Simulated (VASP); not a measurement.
Input of a VASP 6.6.1 run:

Contents of INCAR:

```
PREC = Accurate
ENCUT = 1340
EDIFF = 1E-6
ISMEAR = 0
SIGMA = 0.05
LREAL = F
LASPH = T
NELM = 120
ALGO = Normal
ISIF = 2
LWAVE = F
LCHARG = T
GGA = CA
LELF = T
LVHAR = T
NBANDS = 25
GGA_COMPAT = F
```

File KPOINTS:

```
Automatic mesh
0
Gamma
  6 6 8
```

The input POSCAR:

```
SiO2
1.0
    4.1551517022      0.0000000000      0.0000000000
    0.0000000000      4.1551517022      0.0000000000
    0.0000000000      0.0000000000      2.5336000000
Si O
2 4
Direct
    0.5000000000      0.5000000000      0.5000000000
    0.0000000000      0.0000000000      0.0000000000
    0.6944252994      0.6944252994      0.0000000000
    0.1944252994      0.8055747006      0.5000000000
    0.3055747006      0.3055747006      0.0000000000
    0.8055747006      0.1944252994      0.5000000000
```

Potentials or basis: VASP PAW LDA potentials, release 64 (Si, O_h).

Run with:

```sh
$ cat potpaw_LDA.64/Si/POTCAR potpaw_LDA.64/O_h/POTCAR > POTCAR
$ mpirun -np 1 vasp_std > vasp.out
```

Estimate the largest force.

0.191 eV/Å.

Predict the band gap on the k mesh.

6.90 eV.

Estimate the pressure.

22.1 GPa.

Stress tensor (GPa, compression positive):
```
11.33  0.00  0.00
 0.00 11.33  0.00
 0.00  0.00 43.72
```

Caveat: the stress differs along the axes, from 11 to 44 GPa. A k mesh can miss the band edges.
